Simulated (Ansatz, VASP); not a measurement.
## Two plane-wave programs on TaN

The input INCAR:

```
SYSTEM = TaN
ALGO = Normal ; EDIFF = 1E-7
ENCUT = 520 ; GGA = PE
ISIF = 2 ; ISMEAR = 0
ISPIN = 2 ; LASPH = .True.
LCHARG = .False. ; LMAXMIX = 4
LORBIT = 11 ; LREAL = .False.
LWAVE = .False. ; MAGMOM = 2 2 -2 0 0 0
NBANDS = 37 ; NELM = 150
PREC = Accurate ; SIGMA = 0.05
```

File KPOINTS:

```
k-points
0
Gamma
  6 6 8
  0 0 0
```

The input POSCAR:

```
TaN
1.0
    5.1960001517      0.0000000000      0.0000000000
   -2.5980000758      4.4998681294      0.0000000000
    0.0000000000      0.0000000000      2.9109995993
Ta N
3 3
Direct
    0.3333333333      0.6666666667      0.5000000000
    0.6666666667      0.3333333333      0.5000000000
    0.0000000000      0.0000000000      0.0000000000
    0.3928500000      0.0000000000      0.0000000000
    0.6071500000      0.6071500000      0.0000000000
    0.0000000000      0.3928500000      0.0000000000
```

Input for Ansatz:

```yaml
crystal:
  lattice:
    - [5.1960001517, 0.0, 0.0]
    - [-2.5980000758, 4.4998681294, 0.0]
    - [0.0, 0.0, 2.9109995993]
  atoms:
    - { symbol: Ta, position: [0.3333333333, 0.6666666667, 0.5], spin: 2.0 }
    - { symbol: Ta, position: [0.6666666667, 0.3333333333, 0.5], spin: 2.0 }
    - { symbol: Ta, position: [0.0, 0.0, 0.0], spin: -2.0 }
    - { symbol: "N", position: [0.39285, 0.0, 0.0] }
    - { symbol: "N", position: [0.60715, 0.60715, 0.0] }
    - { symbol: "N", position: [0.0, 0.39285, 0.0] }
basis:
  ecutwfc: 420
  ecutrho_ratio: 4
kpoints:
  mp_grid: { grid: [6, 6, 8] }
hamiltonian:
  xc: pbe
scf:
  occupations: { method: gaussian, width: 0.05 }
output:
  forces: true
  stress: true
  eigenvalues: true
  populations: true
magnetization:
  spin_polarized: true
```

Alike in both runs: task single point; functional PBE; k mesh 6 × 6 × 8; occupations gaussian, width 0.05 eV; collinear spin.

|  | VASP | Ansatz |
| --- | --- | --- |
| version | VASP 6.6.1 | Ansatz 0.2.0 |
| potentials or method | VASP PAW PBE potentials, release 64 (Ta_pv, N), cutoff 520 eV | scalar-relativistic, plane waves, PAW |
| valence electrons in the cell | 48 | 54 |

Ansatz gave:

```
gap on the k mesh at the Fermi level (eV)                     : none
pressure (GPa)                                                : 4.9
traceless stress, the component that is largest in VASP (GPa) : -1.13
rms of the force components (eV/Å)                            : 0.009
net moment per atom (μB)                                      : 0.00
```

Estimate VASP's values.

gap on the k mesh at the Fermi level (eV): none; pressure (GPa): 5.6; traceless stress, the component that is largest in VASP (GPa): -1.20; rms of the force components (eV/Å): 0.012; net moment per atom (μB): 0.00.

Atom by atom the forces differ by 0.003 eV/Å (rms over components). A gap of «none» marks a metal or a gap that the smearing closes. The functional is the same, so the differences come from potentials, cutoffs and numerics. VASP's potentials hold 48 valence electrons a cell and Ansatz's 54, so a difference there can come from the potentials and not from the codes. Ansatz's warnings: filled band counts differ across k points, seeded moment not kept.

Neither program's run includes spin-orbit coupling.
